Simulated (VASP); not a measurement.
# Li2S (Fm-3m) in VASP: a series of runs, part 2 of 2

VASP 6.6.1. The steps go on from the part before.

### Step 5. Single point, PBE

This run uses another cell than the first one, of 15.80 Å³/atom, 1.096 times its volume.

INCAR reads:

```
SYSTEM = Li2S
ALGO = Normal
EDIFF = 1E-6
ENCUT = 750
GGA = PE
GGA_COMPAT = .False.
ISIF = 2
ISMEAR = -1
LASPH = .True.
LCHARG = .False.
LREAL = .False.
LWAVE = .False.
NBANDS = 13
NELM = 120
PREC = Accurate
SIGMA = 0.1
```

KPOINTS reads:

```
k-points
0
Gamma
  6 6 6
  0 0 0
```

POSCAR reads:

```
Li2S
1.0
    0.0000000000      2.8726651981      2.8726651981
    2.8726651981      0.0000000000      2.8726651981
    2.8726651981      2.8726651981      0.0000000000
Li S
2 1
Direct
    0.2500000000      0.2500000000      0.2500000000
    0.7500000000      0.7500000000      0.7500000000
    0.0000000000      0.0000000000      0.0000000000
```

Potentials or basis: VASP PAW PBE potentials, release 64 (Li_sv, S).

Launch:

```
cat potpaw_PBE.64/Li_sv/POTCAR potpaw_PBE.64/S/POTCAR > POTCAR
mpirun -np 1 vasp_std > vasp.out
```

OUTCAR:

```text
SYSTEM = Li2S
   EDIFF = 1E-6
   ENCUT = 750
   GGA = PE
   ISIF = 2
   ISMEAR = -1
   LASPH = .True.
   LREAL = .False.
   NELM = 120
   PREC = Accurate

 ion  position               nearest neighbor table
   1  0.250  0.250  0.250-   3 2.49   3 2.49   3 2.49   3 2.49
   2  0.750  0.750  0.750-   3 2.49   3 2.49   3 2.49   3 2.49
   3  0.000  0.000  0.000-   2 2.49   2 2.49   2 2.49   1 2.49   2 2.49   1 2.49   1 2.49   1 2.49

  LATTYP: Found a face centered cubic cell.
 ALAT       =     5.7453303962

  Lattice vectors:

 A1 = (   0.0000000000,   2.8726651981,   2.8726651981)
 A2 = (   2.8726651981,   0.0000000000,   2.8726651981)
 A3 = (   2.8726651981,   2.8726651981,   0.0000000000)

Analysis of symmetry for initial positions (statically):
=====================================================================
 Subroutine PRICEL returns:
 Original cell was already a primitive cell.

 Routine SETGRP: Setting up the symmetry group for a
 face centered cubic supercell.

 Subroutine GETGRP returns: Found 48 space group operations
 (whereof 48 operations were pure point group operations)
 out of a pool of 48 trial point group operations.

The static configuration has the point symmetry O_h .

Analysis of symmetry for dynamics (positions and initial velocities):
=====================================================================
 Subroutine PRICEL returns:
 Original cell was already a primitive cell.

 Routine SETGRP: Setting up the symmetry group for a
 face centered cubic supercell.

 Subroutine GETGRP returns: Found 48 space group operations
 (whereof 48 operations were pure point group operations)
 out of a pool of 48 trial point group operations.

The dynamic configuration has the point symmetry O_h .

 Subroutine INISYM returns: Found 48 space group operations
 (whereof 48 operations are pure point group operations),
 and found     1 'primitive' translations

----------------------------------------------------------------------------------------

                                     Primitive cell

  volume of cell :      47.4116

  direct lattice vectors                    reciprocal lattice vectors
     0.000000000  2.872665198  2.872665198    -0.174054394  0.174054394  0.174054394
     2.872665198  0.000000000  2.872665198     0.174054394 -0.174054394  0.174054394
     2.872665198  2.872665198  0.000000000     0.174054394  0.174054394 -0.174054394

  length of vectors
     4.062562083  4.062562083  4.062562083     0.301471054  0.301471054  0.301471054

  position of ions in fractional coordinates (direct lattice)
     0.250000000  0.250000000  0.250000000
     0.750000000  0.750000000  0.750000000
     0.000000000  0.000000000  0.000000000

  ion indices of the primitive-cell ions
   primitive index   ion index
                 1           1
                 2           2
                 3           3

----------------------------------------------------------------------------------------

 KPOINTS: k-points

Automatic generation of k-mesh.
 Grid dimensions read from file:
 generate k-points for:    6    6    6

 Generating k-lattice:

  Cartesian coordinates                     Fractional coordinates (reciprocal lattice)
[... 34 lines left out ...]
   number of dos      NEDOS =    301   number of ions     NIONS =      3
   total plane-waves  NPLWV =  46656
   dimension x,y,z NGX =    36 NGY =   36 NGZ =   36
   dimension x,y,z NGXF=    72 NGYF=   72 NGZF=   72
   ions per type =               2   1
   NGX,Y,Z   is equivalent  to a cutoff of  14.73, 14.73, 14.73 a.u.
   NGXF,Y,Z  is equivalent  to a cutoff of  29.46, 29.46, 29.46 a.u.
 SYSTEM =  Li2S
   PREC   = accura    normal or accurate (medium, high low for compatibility)
   ISTART =      0    job   : 0-new  1-cont  2-samecut
   ICHARG =      2    charge: 1-file 2-atom 10-const
   ISPIN  =      1    spin polarized calculation?
   LNONCOLLINEAR =      F non collinear calculations
   LSORBIT =      F    spin-orbit coupling
   LASPH  =      T    aspherical Exc in radial PAW
   ENCUT  =  750.0 eV  55.12 Ry    7.42 a.u.   9.07  9.07  9.07*2*pi/ulx,y,z
   NELM   =    120;   NELMIN=  2; NELMDL= -5     # of ELM steps
   EDIFF  = 0.1E-05   stopping-criterion for ELM
   LREAL  =      F    real-space projection
   EDIFFG = 0.1E-04   stopping-criterion for IOM
   NSW    =      0    number of steps for IOM
   IBRION =     -1    ionic relax: 0-MD 1-quasi-New 2-CG
   NFREE  =      0    steps in history (QN), initial steepest desc. (CG)
   ISIF   =      2    stress and relaxation
   ISYM   =      2    0-nonsym 1-usesym 2-fastsym
   POTIM  = 0.5000    time-step for ionic-motion
   TEBEG  =    0.0;   TEEND  =   0.0 temperature during run
   PSTRESS=    0.0 pullay stress
   NELECT =      12.0000    total number of electrons
   NUPDOWN=      -1.0000    fix difference up-down
   EMIN   =  10.00;   EMAX   =-10.00  energy-range for DOS
   EFERMI =   0.00;   METHOD = LEGACY
   ISMEAR =    -1;   SIGMA  =   0.10  broadening in eV -4-tet -1-fermi 0-gaus
   EFERMI_NEDOS =   21; number of points for ismear=-14 and -15
   IALGO  =     38    algorithm
   IMIX   =      4    mixing-type and parameters
     AMIX     =   0.40;   BMIX     =  1.00
     AMIX_MAG =   1.60;   BMIX_MAG =  1.00
  volume/ion in A,a.u.               =      15.80       106.65
  Fermi-wavevector in a.u.,A,eV,Ry     =   1.035556  1.956917 14.590563  1.072376
  Thomas-Fermi vector in A             =   2.169905
   LORBIT       =      0    0 simple, 1 ext, 2 COOP (PROOUT), +10 PAW based schemes
   GGA     = PE    functional components
   LHFCALC =     F    Hartree Fock is set to
   AEXX    =    0.0000 exact exchange contribution
   IVDW    =     0    specifies the selected vdW correction
   LEPSILON=     F    determine dielectric tensor
   LRPA    =     F    only Hartree local field effects (RPA)
 non-spin polarized calculation
  energy-cutoff  :      750.00
  volume of cell :       47.41
 maximum number of plane-waves:      2231
   NGX = 19   NGY = 19   NGZ = 19

 number of electron      12.0000003 magnetization

 Free energy of the ion-electron system (eV)
  ---------------------------------------------------
  ext. energy  EPLUGINS =         0.00000000
  ---------------------------------------------------
  free energy    TOTEN  =       -11.99218016 eV

  energy without entropy =      -11.99218015  energy(sigma->0) =      -11.99218015

 E-fermi :   3.0724     XC(G=0):  -8.4144

 val. band max:        1.3134216429   @ k =   0.0000   0.0000   0.0000
 cond. band min:       4.7183398665   @ k =   0.5000   0.5000   0.0000
 fundamental gap:      3.4049182236
 Fermi energy:         3.0724456992

 k-point     1 :       0.0000    0.0000    0.0000
  band No.  band energies     occupation
      1     -42.9065      2.00000
      2     -42.8679      2.00000
      3      -9.6468      2.00000
      4       1.3134      2.00000
      5       1.3134      2.00000
      6       1.3134      2.00000
      7       5.4568      0.00000
      8       7.5308      0.00000
      9       7.5308      0.00000
     10       7.5308      0.00000
     11      12.4278      0.00000
     12      12.4278      0.00000
     13      13.6147      0.00000
[... 226 lines left out ...]
  band No.  band energies     occupation
      1     -42.8894      2.00000
      2     -42.8831      2.00000
      3      -9.1040      2.00000
      4      -0.6381      2.00000
      5      -0.3057      2.00000
      6      -0.2694      2.00000
      7       5.9751      0.00000
      8       9.1632      0.00000
      9       9.5635      0.00000
     10      11.2501      0.00000
     11      12.6039      0.00000
     12      13.5094      0.00000
     13      13.8098      0.00000

------------------------ aborting loop because EDIFF is reached ----------------------------------------

  FORCE on cell =-STRESS in cart. coord.  units (eV):
  Direction    XX          YY          ZZ          XY          YZ          ZX
  --------------------------------------------------------------------------------------
  -------------------------------------------------------------------------------------
  Total       -0.2763262     -0.2763262     -0.2763262     -0.0000000      0.0000000      0.0000000
  in kB       -9.3378641     -9.3378641     -9.3378641     -0.0000000      0.0000000      0.0000000
  external PRESSURE =      -9.3378641 kB  Pullay stress =       0.0000000 kB

 VOLUME and BASIS-vectors are now :
 -----------------------------------------------------------------------------
  energy-cutoff  :      750.00
  volume of cell :       47.41
      direct lattice vectors                 reciprocal lattice vectors
     0.000000000  2.872665198  2.872665198    -0.174054394  0.174054394  0.174054394
     2.872665198  0.000000000  2.872665198     0.174054394 -0.174054394  0.174054394
     2.872665198  2.872665198  0.000000000     0.174054394  0.174054394 -0.174054394

 POSITION                                       TOTAL-FORCE (eV/Angst)
 -----------------------------------------------------------------------------------
      1.43633      1.43633      1.43633         0.000000      0.000000      0.000000
      4.30900      4.30900      4.30900        -0.000000     -0.000000     -0.000000
      0.00000      0.00000      0.00000        -0.000000      0.000000      0.000000
 -----------------------------------------------------------------------------------
    total drift:                                0.000000      0.000000      0.000000

  FREE ENERGIE OF THE ION-ELECTRON SYSTEM (eV)
  ---------------------------------------------------
  free  energy   TOTEN  =       -11.9921801557 eV

  energy  without entropy=      -11.9921801482  energy(sigma->0) =      -11.99218015
```

OSZICAR:

```text
N       E                     dE             d eps       ncg     rms          rms(c)
DAV:   1     0.533835939593E+02    0.53384E+02   -0.63179E+03   416   0.115E+03
DAV:   2    -0.448637387360E+01   -0.57870E+02   -0.54666E+02   517   0.224E+02
DAV:   3    -0.121048051570E+02   -0.76184E+01   -0.75733E+01   775   0.526E+01
DAV:   4    -0.122915829539E+02   -0.18678E+00   -0.18670E+00   559   0.114E+01
DAV:   5    -0.122984382681E+02   -0.68553E-02   -0.68550E-02   661   0.157E+00    0.382E+00
DAV:   6    -0.119959538177E+02    0.30248E+00   -0.52135E-01   517   0.286E+00    0.285E+00
DAV:   7    -0.119810068883E+02    0.14947E-01   -0.13347E-01   582   0.164E+00    0.177E+00
DAV:   8    -0.119925178336E+02   -0.11511E-01   -0.28829E-02   524   0.948E-01    0.763E-01
DAV:   9    -0.119920000687E+02    0.51776E-03   -0.10241E-03   561   0.192E-01    0.488E-01
DAV:  10    -0.119922225374E+02   -0.22247E-03   -0.17732E-03   476   0.201E-01    0.283E-01
DAV:  11    -0.119921805817E+02    0.41956E-04   -0.12244E-04   598   0.672E-02    0.109E-01
DAV:  12    -0.119921821513E+02   -0.15696E-05   -0.29670E-06   534   0.130E-02    0.847E-02
DAV:  13    -0.119921801310E+02    0.20203E-05   -0.16645E-05   526   0.185E-02    0.486E-03
DAV:  14    -0.119921801557E+02   -0.24646E-07   -0.63796E-07   353   0.638E-03
   1 F= -.11992180E+02 E0= -.11992180E+02  d E =-.743502E-08
```

stdout:

```text
POSCAR found type information on POSCAR LiS
 POSCAR found :  2 types and       3 ions
 scaLAPACK will be used
 LDA part: xc-table for (Slater+PW92), standard interpolation
 POSCAR, INCAR and KPOINTS ok, starting setup
 FFT: planning ... GRIDC
 FFT: planning ... GRID_SOFT
 FFT: planning ... GRID
 WAVECAR not read
 entering main loop
```

Wall time 8.9 s (1 thread of Intel Xeon 6975P-C (Granite Rapids), shared host); peak memory 0.19 GiB.

What came out:

```
Free energy            : -11.9922 eV
Pressure               : -0.9 GPa
Band gap on the k mesh : 3.40 eV, indirect (least direct gap 4.14 eV)
```

Levels at points of the mesh, in eV from the valence-band top:
| k point | band 2 | band 3 | band 4 | band 5 | band 6 | band 7 | band 8 | band 9 | band 10 | band 11 |
| --- | --- | --- | --- | --- | --- | --- | --- | --- | --- | --- |
| (0.00, 0.00, 0.00) | -44.18 | -10.96 | 0.00 | 0.00 | 0.00 | 4.14 | 6.22 | 6.22 | 6.22 | 11.11 |
| (0.50, 0.00, 0.00) | -44.20 | -10.55 | -2.79 | -0.49 | -0.49 | 5.99 | 6.56 | 6.56 | 8.29 | 12.63 |
| (0.50, 0.50, 0.00) | -44.19 | -10.43 | -2.11 | -1.37 | -1.37 | 3.40 | 7.01 | 10.91 | 10.91 | 11.83 |

A k mesh can miss the band edges. PBE gaps usually lie below the measured ones, often by a third to a half.

### Step 6. Single point, PBE

This run uses another cell than the first one, of 16.26 Å³/atom, 1.128 times its volume.

INCAR reads:

```
  PREC = Accurate
  ENCUT = 750
  EDIFF = 1E-6
  ISMEAR = -1
  SIGMA = 0.1
  LREAL = F
  LASPH = T
  NELM = 120
  ALGO = Normal
  ISIF = 2
  LWAVE = F
  LCHARG = T
  GGA = PE
  LELF = T
  LVHAR = T
  NBANDS = 13
  GGA_COMPAT = F
```

KPOINTS reads:

```
regular mesh
0
Gamma
  6 6 6
```

POSCAR reads:

```
Li2S
1.0
    0.0000000000      2.9002886734      2.9002886734
    2.9002886734      0.0000000000      2.9002886734
    2.9002886734      2.9002886734      0.0000000000
Li S
2 1
Direct
    0.2500000000      0.2500000000      0.2500000000
    0.7500000000      0.7500000000      0.7500000000
    0.0000000000      0.0000000000      0.0000000000
```

Potentials or basis: VASP PAW PBE potentials, release 64 (Li_sv, S).

Launch:

```
cat potpaw_PBE.64/Li_sv/POTCAR potpaw_PBE.64/S/POTCAR > POTCAR
mpirun -np 1 vasp_std > vasp.out
```

Wall time 13 s (1 thread of Intel Xeon 6975P-C (Granite Rapids), shared host); peak memory 0.22 GiB.

Results (log left out):

* Free energy: -11.9804 eV
* Pressure: -2.1 GPa
* Band gap on the k mesh: 3.41 eV, indirect (least direct gap 4.00 eV)

Levels at points of the mesh, in eV from the valence-band top:
| k point | band 3 | band 4 | band 5 | band 6 | band 7 | band 8 | band 9 | band 10 |
| --- | --- | --- | --- | --- | --- | --- | --- | --- |
| (0.00, 0.00, 0.00) | -10.89 | 0.00 | 0.00 | 0.00 | 4.00 | 6.20 | 6.20 | 6.20 |
| (0.50, 0.00, 0.00) | -10.50 | -2.71 | -0.47 | -0.47 | 5.85 | 6.54 | 6.54 | 8.15 |
| (0.50, 0.50, 0.00) | -10.38 | -2.06 | -1.32 | -1.32 | 3.41 | 6.93 | 10.70 | 10.70 |

A k mesh can miss the band edges.

### Step 7. The runs side by side

| cell | gap on the mesh (eV) | pressure (GPa) |
| --- | --- | --- |
| a = 3.941 Å, angles 60.0°, 3 atoms | 3.34 | 3.2 |
| a = 3.982 Å, angles 60.0°, 3 atoms | 3.37 | 1.6 |
| a = 4.023 Å, angles 60.0°, 3 atoms | 3.39 | 0.2 |
| a = 4.063 Å, angles 60.0°, 3 atoms | 3.40 | -0.9 |
| a = 4.102 Å, angles 60.0°, 3 atoms | 3.41 | -2.1 |

Alike in all rows: task single point; level PBE; potentials or basis VASP PAW PBE potentials, release 64 (Li_sv, S); no spin polarisation; k mesh 6 × 6 × 6; cutoff (eV) 750; smearing fermi-dirac 0.1 eV.

Absolute energies hang on the potentials; compare differences alone.
